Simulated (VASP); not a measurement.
**Pd: single point with PBE**

Crystal: Pd.

```
Pd
1.0
     0.00000    1.84766    2.04215
     1.84766    0.00000    2.04215
     1.84766    1.84766    0.00000
Pd
1
Direct
  0.00000 0.00000 0.00000
```

This cell differs from its parent crystal: strain -0.050 along x and y, +0.050 along z.

```json
{"Program": "VASP 6.6.1", "Task": "single point", "Functional": "PBE", "Potentials or basis": "VASP PAW PBE potentials, release 64 (Pd)", "Cutoff": "520 eV", "k mesh": "8 × 8 × 8", "Occupations": "gaussian, width 0.15 eV", "Spin": "no spin polarisation"}
```

| Item | Value |
| --- | --- |
| Pressure | 21.7 GPa |
| Band gap on the k mesh | zero (band 5 reaches 11.54 eV, above the bottom of band 6 at 9.53 eV) |

Stress tensor (GPa, compression positive):
```
24.67  0.00  0.00
 0.00 24.67  0.00
 0.00  0.00 15.72
```

Levels at points of the mesh, in eV from the Fermi level:
```tsv
k point	band 3	band 4	band 5	band 6	band 7	band 8
(0.00, 0.00, 0.00)	-2.76	-2.76	-2.02	-0.88	17.30	20.56
(0.50, 0.00, 0.00)	-2.75	-0.27	0.12	0.84	7.79	16.16
(0.50, 0.50, 0.00)	-0.04	0.23	0.23	2.00	9.53	14.76
(0.50, 0.00, 0.50)	-0.19	-0.15	0.69	4.00	12.25	12.57
```

Run time: 5.7 s on 1 thread of AMD EPYC 9R14 (Zen 4), on a shared host, peak memory 0.1 GiB.

Caveat: the cell differs from its parent crystal (strain -0.050 along x and y, +0.050 along z).
